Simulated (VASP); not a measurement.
Write the native input for VASP 6.6.1 that does the following.

```
Task                   : single point
Functional             : LDA
Potentials or basis    : VASP PAW LDA potentials, release 64 (Li_sv, Mg, B, N)
Cutoff                 : 520 eV
k mesh                 : 12 × 12 × 12
Occupations            : gaussian, width 0.05 eV
Spin                   : no spin polarisation
Dipole correction      : no
Further INCAR settings : ALGO = Normal; EDIFF = 1e-06; NBANDS = 17
```

The structure of LiMgBN2 lies in POSCAR:

```
LiMgBN2
1.0
   -1.9634772152      1.9634772152      4.2032564325
    1.9634772152     -1.9634772152      4.2032564325
    1.9634772152      1.9634772152     -4.2032564325
Li Mg B N
1 1 1 2
Direct
    0.2500000000      0.7500000000      0.5000000000
    0.7500000000      0.2500000000      0.5000000000
    0.5000000000      0.5000000000      0.0000000000
    0.6512635000      0.6512635000      0.0000000000
    0.3487365000      0.3487365000      0.0000000000
```

This cell differs from its parent crystal: ratio of the length along z to the lengths across it x 0.92, volume and fractional coordinates fixed.

These files were run (other wordings do the same):

INCAR

```
PREC = Accurate
ENCUT = 520
EDIFF = 1E-6
ISMEAR = 0
SIGMA = 0.05
LREAL = False
LASPH = True
NELM = 100
ALGO = Normal
ISIF = 2
LWAVE = False
LCHARG = False
GGA = CA
NBANDS = 17
```

KPOINTS

```
regular mesh
0
Gamma
  12 12 12
```

Potentials or basis: VASP PAW LDA potentials, release 64 (Li_sv, Mg, B, N).

Run with:

```sh
$ cat potpaw_LDA.64/Li_sv/POTCAR potpaw_LDA.64/Mg/POTCAR potpaw_LDA.64/B/POTCAR potpaw_LDA.64/N/POTCAR > POTCAR
$ mpirun -np 1 vasp_std > vasp.out
```

It gave:

| Property | Result |
| --- | --- |
| Largest force | 4.593 eV/Å |
| Band gap on the k mesh | 2.28 eV (least direct gap 3.05 eV) |

Caveat: forces of over 1 eV/Å act on the atoms, so gaps and moduli don't describe the material at rest.

Run time: 5.8 min on 1 thread of Oxide Virtual Turin-like Processor, with other jobs on the host, peak memory 0.31 GiB.
